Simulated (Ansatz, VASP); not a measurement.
## Two plane-wave programs on Sc

```
Sc
1.0
     3.22691    0.00000    0.00000
    -1.61345    2.79458    0.00000
     0.00000    0.00000    5.00943
Sc
2
Cartesian
  0.0000 1.8631 1.2524
  1.6135 0.9315 3.7571
```

Alike in both runs: task single point; functional LDA; k mesh 11 × 11 × 6; occupations fermi-dirac, width 0.6 eV; no spin polarisation.

|  | VASP | Ansatz |
| --- | --- | --- |
| version | VASP 6.6.1 | Ansatz 0.2.0 |
| potentials or method | VASP PAW LDA potentials, release 64 (Sc_sv), cutoff 500 eV | plane waves (420 eV) with PAW, scalar-relativistic |
| valence electrons in the cell | 22 | 22 |

Ansatz gave:

* pressure (GPa): 4.2
* traceless stress, the component that is largest in VASP (GPa): 1.88

Question: Which values does VASP return?

Answer: Pressure (GPa): 4.3; traceless stress, the component that is largest in VASP (GPa): 1.88.

Ansatz warns that its potentials were made for another functional, while VASP's fit it. LDA's correlation is that of Perdew and Zunger in VASP and of Perdew and Wang (1992) in Ansatz.
